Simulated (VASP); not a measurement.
Wanted: the native input for a VASP 6.6.1 run.

```
Task                   : electric field gradients
Functional             : PBE
Potentials or basis    : VASP PAW PBE potentials, release 64 (Pt)
Cutoff                 : 520 eV
k mesh                 : 18 × 18 × 18
Occupations            : fermi-dirac, width 0.03 eV
Spin                   : no spin polarisation
Dipole correction      : no
Further INCAR settings : ALGO = Normal; EDIFF = 1e-08; NBANDS = 11
```

The structure of Pt lies in POSCAR:

```
Pt
1.0
    0.0000000000      1.9708666030      1.9708666030
    1.9708666030      0.0000000000      1.9708666030
    1.9708666030      1.9708666030      0.0000000000
Pt
1
Direct
    0.0000000000      0.0000000000      0.0000000000
```

This cell differs from its parent crystal: volume scaled by 1.02.

These files were run (other wordings do the same):

INCAR

```
PREC = Accurate ; ENCUT = 520
EDIFF = 1E-8 ; ISMEAR = -1
SIGMA = 0.03 ; LREAL = F
LASPH = T ; NELM = 80
ALGO = Normal ; ISIF = 2
LWAVE = F ; LCHARG = F
GGA = PE ; LEFG = T
NBANDS = 11
```

KPOINTS

```
Automatic mesh
0
Gamma
  18 18 18
```

Potentials or basis: VASP PAW PBE potentials, release 64 (Pt).

Run with:

```console
$ cat potpaw_PBE.64/Pt/POTCAR > POTCAR
$ mpirun -np 1 vasp_std > vasp.out
```

It gave:

```
Pressure               : 5.1 GPa
Band gap on the k mesh : zero (band 5 reaches 11.45 eV, above the bottom of band 6 at 9.28 eV)
```

Caveat: without QUAD_EFG the Cq values of the log hold for a quadrupole moment of 1 mb, not for the nuclei; spin-orbit coupling is left out, which moves the levels of the heavy elements.

Wall time 41 s on 1 thread of AMD EPYC 9R45 (Zen 5) (shared host), peak memory 0.13 GiB.
